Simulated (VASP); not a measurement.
Runs of VASP 6.6.1 on KCl. The structure is that of space group Pm-3m (No. 221), or close to it. The cells are those of the table. 

```csv
cell,gap on the mesh (eV),pressure (GPa)
"a = 3.835 Å, 2 atoms",4.81,0.0
"a = 3.861 Å, 2 atoms",4.73,-0.3
"a = 3.886 Å, 2 atoms",4.65,(a)
"a = 3.784 Å, 2 atoms",4.98,0.9
"a = 3.679 Å, 2 atoms",5.39,3.2
"a = 3.810 Å, 2 atoms",4.89,0.4
"a = 3.646 Å, 2 atoms",5.53,4.2
"a = 3.821 Å, 2 atoms",(c),(b)
```

Alike in all rows: task single point; level PBE; potentials or basis VASP PAW PBE potentials, release 64 (K_sv, Cl); no spin polarisation; k mesh 10 × 10 × 10; cutoff (eV) 520; smearing gaussian 0.05 eV.

Question: Estimate the missing entries.

Answer: (a) -0.7; (b) 0.2; (c) 4.86.

Caveats: the cell stands under pressure (at least some runs).

A k mesh can miss the band edges.
